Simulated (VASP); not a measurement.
Here is a VASP 6.6.1 calculation.

INCAR

```
SYSTEM = BaTiO3
PREC = Accurate ; ENCUT = 520
EDIFF = 1E-6 ; ISMEAR = 0
SIGMA = 0.01 ; LREAL = .FALSE.
LASPH = .TRUE. ; NELM = 150
ALGO = Normal ; ISIF = 2
LWAVE = .FALSE. ; LCHARG = .FALSE.
LMAXMIX = 4 ; LDAU = .TRUE.
LDAUTYPE = 2 ; LDAUL = -1 2 -1
LDAUU = 0 5 0 ; LDAUJ = 0 0 0
LDAUPRINT = 1 ; GGA = PE
NBANDS = 28
```

Contents of KPOINTS:

```
Automatic mesh
0
G
  6 6 6
  0 0 0
```

File POSCAR:

```
BaTiO3
1.0
    4.0060000000      0.0000000000      0.0000000000
    0.0000000000      4.0060000000      0.0000000000
    0.0000000000      0.0000000000      4.0060000000
Ba Ti O
1 1 3
Direct
    0.5000000000      0.5000000000      0.5000000000
    0.0000000000      0.0000000000      0.0000000000
    0.5000000000      0.0000000000      0.0000000000
    0.0000000000      0.5000000000      0.0000000000
    0.0000000000      0.0000000000      0.5000000000
```

Potentials or basis: VASP PAW PBE potentials, release 64 (Ba_sv, Ti_sv, O).

Run with:

```bash
$ cat potpaw_PBE.64/Ba_sv/POTCAR potpaw_PBE.64/Ti_sv/POTCAR potpaw_PBE.64/O/POTCAR > POTCAR
$ mpirun -np 1 vasp_std > vasp.out
```

Q: Estimate the pressure.

A: 7.4 GPa.

Q: Estimate the band gap on the k mesh.

A: 2.34 eV (least direct gap 2.54 eV).

Eigenvalues of the final occupation matrices:
| site | spin | trace | eigenvalues |
| --- | --- | --- | --- |
| site 2 d | 1 | 0.77 | 0.10 0.10 0.10 0.23 0.23 |
| site 2 d | 2 | 0.77 | 0.10 0.10 0.10 0.23 0.23 |

Caveat: the cell stands under pressure; spin-orbit coupling is left out, which moves the levels of the heavy elements. A k mesh can miss the band edges.
